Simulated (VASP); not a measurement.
# AlNi3 (Fm-3m) in VASP: single point with LDA

Aim: the single point of AlNi3 with LDA.

Program: VASP 6.6.1. These are calculated values, not measurements. Logs are shortened: lines on timing, memory, paths and dates and some standing lists are left out, and cuts for length are marked.

## Step 1: The cell of the first run

It takes space group Fm-3m (No. 225, cubic). Conventional cell: a = 5.604 Å, b = 5.604 Å, c = 5.604 Å, α = 90.00°, β = 90.00°, γ = 90.00°. Within 3.2 Å of Al (site symmetry m-3m) lie 14 Ni at 2.43 to 2.80 Å. Ni (site symmetry -43m) has 4 Al at 2.43 Å and 10 Ni at 2.43 to 2.80 Å within 3.2 Å. Within 3.2 Å of Ni (site symmetry m-3m) lie 8 Ni at 2.43 Å and 6 Al at 2.80 Å.

## Step 2: Single point, LDA, collinear spin, ferromagnetic start

INCAR reads:

```
SYSTEM = AlNi3
PREC     = Accurate       ! precision mode
ENCUT    = 520            ! plane-wave cutoff, eV
EDIFF    = 1E-6           ! SCF threshold, eV
ISMEAR   = 1              ! smearing method
SIGMA    = 0.1            ! smearing width, eV
LREAL    = .False.        ! projectors in reciprocal space
LASPH    = .True.         ! aspherical terms in the spheres
NELM     = 150            ! most SCF steps
ALGO     = Normal         ! electronic algorithm
ISIF     = 2              ! what is computed and relaxed
LWAVE    = .False.        ! write WAVECAR
LCHARG   = .False.        ! write CHGCAR
ISPIN    = 2              ! spin polarisation
MAGMOM   = 0 1.5 1.5 1.5  ! initial moments
LORBIT   = 11             ! projections on sites
LMAXMIX  = 4              ! l up to which the mixer works
GGA      = CA             ! functional
NBANDS   = 28             ! bands
```

KPOINTS reads:

```
regular mesh
0
Gamma
  7 7 7
  0 0 0
```

POSCAR reads:

```
AlNi3
1.0
    0.0000000000      2.8018890000      2.8018890000
    2.8018890000      0.0000000000      2.8018890000
    2.8018890000      2.8018890000      0.0000000000
Al Ni
1 3
Direct
    0.5000000000      0.5000000000      0.5000000000
    0.2500000000      0.2500000000      0.2500000000
    0.0000000000      0.0000000000      0.0000000000
    0.7500000000      0.7500000000      0.7500000000
```

Potentials or basis: VASP PAW LDA potentials, release 64 (Al, Ni).

On the command line:

```console
$ cat potpaw_LDA.64/Al/POTCAR potpaw_LDA.64/Ni/POTCAR > POTCAR
$ mpirun -np 1 vasp_std > vasp.out
```

OUTCAR:

```text
SYSTEM = AlNi3
   PREC = Accurate
   ENCUT = 520
   EDIFF = 1E-6
   ISMEAR = 1
   LREAL = .False.
   LASPH = .True.
   NELM = 150
   ISIF = 2
   ISPIN = 2
   LORBIT = 11
   GGA = CA

 ion  position               nearest neighbor table
   1  0.500  0.500  0.500-   2 2.43   4 2.43   2 2.43   2 2.43   2 2.43   4 2.43   4 2.43   4 2.43
                             3 2.80   3 2.80   3 2.80   3 2.80   3 2.80   3 2.80
   2  0.250  0.250  0.250-   1 2.43   3 2.43   3 2.43   3 2.43   3 2.43   1 2.43   1 2.43   1 2.43
                             4 2.80   4 2.80   4 2.80   4 2.80   4 2.80   4 2.80
   3  0.000  0.000  0.000-   2 2.43   4 2.43   4 2.43   4 2.43   4 2.43   2 2.43   2 2.43   2 2.43
                             1 2.80   1 2.80   1 2.80   1 2.80   1 2.80   1 2.80
   4  0.750  0.750  0.750-   1 2.43   3 2.43   1 2.43   1 2.43   1 2.43   3 2.43   3 2.43   3 2.43
                             2 2.80   2 2.80   2 2.80   2 2.80   2 2.80   2 2.80

  LATTYP: Found a face centered cubic cell.
 ALAT       =     5.6037780000

  Lattice vectors:

 A1 = (   0.0000000000,   2.8018890000,   2.8018890000)
 A2 = (   2.8018890000,   0.0000000000,   2.8018890000)
 A3 = (   2.8018890000,   2.8018890000,   0.0000000000)

Analysis of symmetry for initial positions (statically):
=====================================================================
 Subroutine PRICEL returns:
 Original cell was already a primitive cell.

 Routine SETGRP: Setting up the symmetry group for a
 face centered cubic supercell.

 Subroutine GETGRP returns: Found 48 space group operations
 (whereof 48 operations were pure point group operations)
 out of a pool of 48 trial point group operations.

The static configuration has the point symmetry O_h .

Analysis of symmetry for dynamics (positions and initial velocities):
=====================================================================
 Subroutine PRICEL returns:
 Original cell was already a primitive cell.

 Routine SETGRP: Setting up the symmetry group for a
 face centered cubic supercell.

 Subroutine GETGRP returns: Found 48 space group operations
 (whereof 48 operations were pure point group operations)
 out of a pool of 48 trial point group operations.

The dynamic configuration has the point symmetry O_h .

Analysis of structural, dynamic, and magnetic symmetry:
=====================================================================
 Subroutine PRICEL returns:
 Original cell was already a primitive cell.

 Routine SETGRP: Setting up the symmetry group for a
 face centered cubic supercell.

 Subroutine GETGRP returns: Found 48 space group operations
 (whereof 48 operations were pure point group operations)
 out of a pool of 48 trial point group operations.

The overall configuration has the point symmetry O_h .

 Subroutine INISYM returns: Found 48 space group operations
 (whereof 48 operations are pure point group operations),
 and found     1 'primitive' translations

----------------------------------------------------------------------------------------

                                     Primitive cell

  volume of cell :      43.9929

  direct lattice vectors                    reciprocal lattice vectors
     0.000000000  2.801889000  2.801889000    -0.178451038  0.178451038  0.178451038
     2.801889000  0.000000000  2.801889000     0.178451038 -0.178451038  0.178451038
     2.801889000  2.801889000  0.000000000     0.178451038  0.178451038 -0.178451038

  length of vectors
     3.962469424  3.962469424  3.962469424     0.309086264  0.309086264  0.309086264

  position of ions in fractional coordinates (direct lattice)
     0.500000000  0.500000000  0.500000000
     0.250000000  0.250000000  0.250000000
     0.000000000  0.000000000  0.000000000
     0.750000000  0.750000000  0.750000000

  ion indices of the primitive-cell ions
   primitive index   ion index
                 1           1
                 2           2
                 3           3
                 4           4

----------------------------------------------------------------------------------------

 KPOINTS: regular mesh

Automatic generation of k-mesh.
 Grid dimensions read from file:
[... 23 lines left out ...]
  0.142857  0.000000  0.000000      8.000000
  0.285714  0.000000  0.000000      8.000000
  0.428571  0.000000  0.000000      8.000000
  0.142857  0.142857  0.000000      6.000000
  0.285714  0.142857  0.000000     24.000000
[... 12 lines left out ...]
 -0.428571  0.428571  0.142857     24.000000
 -0.285714  0.428571  0.142857     24.000000
   k-points           NKPTS =     20   k-points in BZ     NKDIM =     20   number of bands    NBANDS=     28
   number of dos      NEDOS =    301   number of ions     NIONS =      4
   total plane-waves  NPLWV =  27000
   dimension x,y,z NGX =    30 NGY =   30 NGZ =   30
   dimension x,y,z NGXF=    60 NGYF=   60 NGZF=   60
   ions per type =               1   3
   NGX,Y,Z   is equivalent  to a cutoff of  12.59, 12.59, 12.59 a.u.
   NGXF,Y,Z  is equivalent  to a cutoff of  25.17, 25.17, 25.17 a.u.
 SYSTEM =  AlNi3
   PREC   = accura    normal or accurate (medium, high low for compatibility)
   ISTART =      0    job   : 0-new  1-cont  2-samecut
   ICHARG =      2    charge: 1-file 2-atom 10-const
   ISPIN  =      2    spin polarized calculation?
   LNONCOLLINEAR =      F non collinear calculations
   LSORBIT =      F    spin-orbit coupling
   LASPH  =      T    aspherical Exc in radial PAW
   ENCUT  =  520.0 eV  38.22 Ry    6.18 a.u.   7.37  7.37  7.37*2*pi/ulx,y,z
   NELM   =    150;   NELMIN=  2; NELMDL= -5     # of ELM steps
   EDIFF  = 0.1E-05   stopping-criterion for ELM
   LREAL  =      F    real-space projection
   EDIFFG = 0.1E-04   stopping-criterion for IOM
   NSW    =      0    number of steps for IOM
   IBRION =     -1    ionic relax: 0-MD 1-quasi-New 2-CG
   NFREE  =      0    steps in history (QN), initial steepest desc. (CG)
   ISIF   =      2    stress and relaxation
   ISYM   =      2    0-nonsym 1-usesym 2-fastsym
   POTIM  = 0.5000    time-step for ionic-motion
   TEBEG  =    0.0;   TEEND  =   0.0 temperature during run
   PSTRESS=    0.0 pullay stress
   NELECT =      33.0000    total number of electrons
   NUPDOWN=      -1.0000    fix difference up-down
   EMIN   =  10.00;   EMAX   =-10.00  energy-range for DOS
   EFERMI =   0.00;   METHOD = LEGACY
   ISMEAR =     1;   SIGMA  =   0.10  broadening in eV -4-tet -1-fermi 0-gaus
   EFERMI_NEDOS =   21; number of points for ismear=-14 and -15
   IALGO  =     38    algorithm
   IMIX   =      4    mixing-type and parameters
     AMIX     =   0.40;   BMIX     =  1.00
     AMIX_MAG =   1.60;   BMIX_MAG =  1.00
  volume/ion in A,a.u.               =      11.00        74.22
  Fermi-wavevector in a.u.,A,eV,Ry     =   1.487483  2.810934 30.104311  2.212604
  Thomas-Fermi vector in A             =   2.600638
   LORBIT       =     11    0 simple, 1 ext, 2 COOP (PROOUT), +10 PAW based schemes
   GGA     = CA    functional components
   LHFCALC =     F    Hartree Fock is set to
   AEXX    =    0.0000 exact exchange contribution
   IVDW    =     0    specifies the selected vdW correction
   LEPSILON=     F    determine dielectric tensor
   LRPA    =     F    only Hartree local field effects (RPA)
 spin polarized calculation
 Methfessel and Paxton  Order N= 1 SIGMA  =   0.10
  energy-cutoff  :      520.00
  volume of cell :       43.99
 maximum number of plane-waves:      1243
 NGX is ok and might be reduce to    30
   NGX = 15   NGY = 15   NGZ = 15

 number of electron      33.0000016 magnetization       0.0008006

 number of electron      33.0000016 magnetization      -0.0001611

 Free energy of the ion-electron system (eV)
  ---------------------------------------------------
  ext. energy  EPLUGINS =         0.00000000
  ---------------------------------------------------
  free energy    TOTEN  =       -25.56987995 eV

  energy without entropy =      -25.57055186  energy(sigma->0) =      -25.57010392

 E-fermi :   9.6460     XC(G=0): -13.1188

 val. band max:        9.6456692369   @ k =  -0.4286   0.4286   0.0000
 cond. band min:       9.6507395660   @ k =  -0.4286   0.4286   0.0000
 fundamental gap:      0.0050703290
 Fermi energy:         9.6460278563

 spin component 1

 k-point     1 :       0.0000    0.0000    0.0000
  band No.  band energies     occupation
      1      -0.4805      1.00000
      2       6.0595      1.00000
      3       6.0595      1.00000
      4       6.1837      1.00000
      5       6.1837      1.00000
      6       6.1837      1.00000
[... 609 lines left out ...]
     27      25.5746      0.00000
     28      26.3877      0.00000
 Fermi energy:         9.6460278563

 spin component 2

 k-point     1 :       0.0000    0.0000    0.0000
  band No.  band energies     occupation
      1      -0.4806      1.00000
      2       6.0595      1.00000
      3       6.0595      1.00000
      4       6.1836      1.00000
      5       6.1836      1.00000
      6       6.1836      1.00000
[... 609 lines left out ...]
     27      25.5746      0.00000
     28      26.4261      0.00000

------------------------ aborting loop because EDIFF is reached ----------------------------------------

  FORCE on cell =-STRESS in cart. coord.  units (eV):
  Direction    XX          YY          ZZ          XY          YZ          ZX
  --------------------------------------------------------------------------------------
  -------------------------------------------------------------------------------------
  Total       -1.9714184     -1.9714184     -1.9714184      0.0000000     -0.0000000      0.0000000
  in kB      -71.7970527    -71.7970527    -71.7970527      0.0000000     -0.0000000      0.0000000
  external PRESSURE =     -71.7970527 kB  Pullay stress =       0.0000000 kB

 VOLUME and BASIS-vectors are now :
 -----------------------------------------------------------------------------
  energy-cutoff  :      520.00
  volume of cell :       43.99
      direct lattice vectors                 reciprocal lattice vectors
     0.000000000  2.801889000  2.801889000    -0.178451038  0.178451038  0.178451038
     2.801889000  0.000000000  2.801889000     0.178451038 -0.178451038  0.178451038
     2.801889000  2.801889000  0.000000000     0.178451038  0.178451038 -0.178451038

 POSITION                                       TOTAL-FORCE (eV/Angst)
 -----------------------------------------------------------------------------------
      2.80189      2.80189      2.80189        -0.000000     -0.000000     -0.000000
      1.40094      1.40094      1.40094        -0.000000     -0.000000     -0.000000
      0.00000      0.00000      0.00000        -0.000000     -0.000000      0.000000
      4.20283      4.20283      4.20283         0.000000      0.000000      0.000000
 -----------------------------------------------------------------------------------
    total drift:                                0.000000     -0.000000      0.000000

  FREE ENERGIE OF THE ION-ELECTRON SYSTEM (eV)
  ---------------------------------------------------
  free  energy   TOTEN  =       -25.5698799498 eV

  energy  without entropy=      -25.5705518603  energy(sigma->0) =      -25.57010392

 total charge

# of ion       s       p       d       tot
------------------------------------------
    1        0.410   0.419   0.000   0.829
    2        0.487   0.528   8.459   9.474
    3        0.494   0.507   8.422   9.423
    4        0.487   0.528   8.459   9.474
--------------------------------------------------
tot          1.877   1.983  25.340  29.200

 magnetization (x)

# of ion       s       p       d       tot
------------------------------------------
    1       -0.000  -0.000   0.000  -0.000
    2       -0.000  -0.000  -0.000  -0.000
    3        0.000   0.000   0.000   0.000
    4       -0.000  -0.000  -0.000  -0.000
--------------------------------------------------
tot         -0.000  -0.000   0.000  -0.000
```

Run time: 39 s. Hardware: 1 thread of AMD EPYC 9R45 (Zen 5), shared host; peak memory 0.15 GiB.

What came out:

* Free energy: -25.5699 eV
* Pressure: -7.2 GPa
* Net moment: 0.00 μB per cell
* Valence electrons inside the program's atomic spheres: Al 0.83; Ni 9.47, 9.42 (each value once)

Levels at points of the mesh, in eV from the Fermi level:
Spin up:
```csv
k point,band 12,band 13,band 14,band 15,band 16,band 17,band 18,band 19,band 20,band 21
"(0.00, 0.00, 0.00)",-0.90,-0.56,-0.56,-0.49,-0.49,5.51,5.51,5.51,5.96,5.96
```
Spin down:
```tsv
k point	band 13	band 14	band 15	band 16	band 17	band 18	band 19	band 20
(0.00, 0.00, 0.00)	-0.56	-0.56	-0.49	-0.49	5.51	5.51	5.51	5.96
```

Caveat: the cell stands under tension.
